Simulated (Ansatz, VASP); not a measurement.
**Two plane-wave programs on GaN**

POSCAR

```
GaN
1.0
    2.6955547957      0.0000000000      0.0000000000
    0.0000000000      2.6955547957      0.0000000000
    0.0000000000      0.0000000000      2.6955547957
Ga N
1 1
Direct
    0.0000000000      0.0000000000      0.0000000000
    0.5000000000      0.5000000000      0.5000000000
```

The input INCAR.step1:

```
SYSTEM = GaN
ALGO = Normal
EDIFF = 1E-4
ENCUT = 520
GGA = PE
ISMEAR = 1
LASPH = .True.
LCHARG = .False.
LREAL = .False.
LWAVE = .True.
NBANDS = 16
NELM = 80
PREC = Accurate
SIGMA = 0.001
```

INCAR.step2

```
SYSTEM = GaN
ALGO = Normal
EDIFF = 1E-6
ENCUT = 520
ISIF = 2
ISMEAR = 1
ISTART = 1
LASPH = .True.
LCHARG = .True.
LELF = .True.
LMIXTAU = .True.
LREAL = .False.
LVHAR = .True.
LWAVE = .False.
METAGGA = R2SCAN
NBANDS = 16
NELM = 80
PREC = Accurate
SIGMA = 0.001
```

The input KPOINTS:

```
k-points
0
Gamma
  6 6 6
  0 0 0
```

Input for Ansatz:

```yaml
crystal:
  lattice:
    - [2.6955547957, 0.0, 0.0]
    - [0.0, 2.6955547957, 0.0]
    - [0.0, 0.0, 2.6955547957]
  atoms:
    - { symbol: Ga, position: [0.0, 0.0, 0.0] }
    - { symbol: "N", position: [0.5, 0.5, 0.5] }
kpoints:
  mp_grid: { grid: [6, 6, 6] }
hamiltonian:
  xc: r2scan
scf:
  occupations: { method: cold, width: 0.001 }
  n_extra_bands: 4
output:
  forces: true
  stress: true
  eigenvalues: true
```

Alike in both runs: task single point; functional r2SCAN; k mesh 6 × 6 × 6; no spin polarisation.

```csv
,VASP,Ansatz
version,VASP 6.6.1,Ansatz 0.2.0
potentials or method,"VASP PAW PBE potentials, release 64 (Ga_d, N)",plane waves
plane-wave cutoff (eV),520,500
occupations,"methfessel-paxton of order 1, width 0.001 eV","cold, width 0.001 eV"
valence electrons in the cell,18,18
```

```csv
,VASP,Ansatz,Ansatz less VASP
pressure (GPa),1.0,0.5,-0.53
```

VASP's potentials were made for PBE, not for r2SCAN.

The k mesh is coarse, so the values compare programs but aren't converged.
